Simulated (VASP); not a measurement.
Input of a VASP 6.6.1 run:

The input INCAR:

```
PREC = Accurate
ENCUT = 500
EDIFF = 1E-6
ISMEAR = -1
SIGMA = 0.1
LREAL = F
LASPH = T
NELM = 120
ALGO = Normal
ISIF = 2
LWAVE = F
LCHARG = F
NBANDS = 26
GGA_COMPAT = F
```

The input KPOINTS:

```
Automatic mesh
0
Gamma
  6 4 6
```

The input POSCAR:

```
CdS
1.0
    3.8656744847      0.0000000000      0.0000000000
    0.0000000000      5.4651747514      0.0000000000
    0.0000000000      0.0000000000      3.8653452748
Cd S
2 2
Direct
    0.5000000000      0.5000000000      0.2430260000
    0.0000000000      0.0000000000      0.7569740000
    0.5000000000      0.0000000000      0.2551630000
    0.0000000000      0.5000000000      0.7448370000
```

Potentials or basis: VASP PAW LDA potentials, release 64 (Cd, S).

The run is started by

```sh
$ cat potpaw_LDA.64/Cd/POTCAR potpaw_LDA.64/S/POTCAR > POTCAR
$ mpirun -np 1 vasp_std > vasp.out
```

Estimate the band gap on the k mesh.

0.01 eV.

What does it give for the pressure?

-5.0 GPa.

Forces in eV/Å, atoms in the order of the input:
```
Cd   0.000  0.000  0.022
Cd   0.000  0.000 -0.022
S    0.000  0.000 -0.030
S    0.000  0.000  0.030
```

Caveat: the cell stands under tension; the smearing spreads over this small gap; semilocal functionals underestimate gaps, and a narrow one can read as zero. A k mesh can miss the band edges.
